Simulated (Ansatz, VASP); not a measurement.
LiCl in VASP and in Ansatz

```
Li Cl
1.0
     0.00000    2.48782    2.60323
     2.48782    0.00000    2.60323
     2.48782    2.48782    0.00000
Li Cl
1 1
Direct
  0.00000 0.00000 0.00000
  0.50000 0.50000 0.50000
```

Change from the starting cell: strain -0.030 along x and y, +0.015 along z, atoms carried along.

Alike in both runs: task single point; functional r2SCAN; k mesh 8 × 8 × 8; occupations gaussian, width 0.05 eV; no spin polarisation.

|  | VASP | Ansatz |
| --- | --- | --- |
| version | VASP 6.6.1 | Ansatz 0.2.0 |
| potentials or method | VASP PAW PBE potentials, release 64 (Li_sv, Cl), cutoff 520 eV | scalar-relativistic, plane waves, PAW |
| valence electrons in the cell | 10 | 10 |

```csv
,VASP,Ansatz,Ansatz less VASP
gap on the k mesh at the Fermi level (eV),7.51,7.45,-0.059
least direct gap on the mesh (eV),7.53,7.45,-0.081
```

VASP's potentials were made for PBE, not for r2SCAN. With one functional, cell and mesh, what is left measures potentials, basis and numerics.

Noted on VASP's run: the cutoff is under 1.25 times that of the potentials, so the pressure is a little rough.
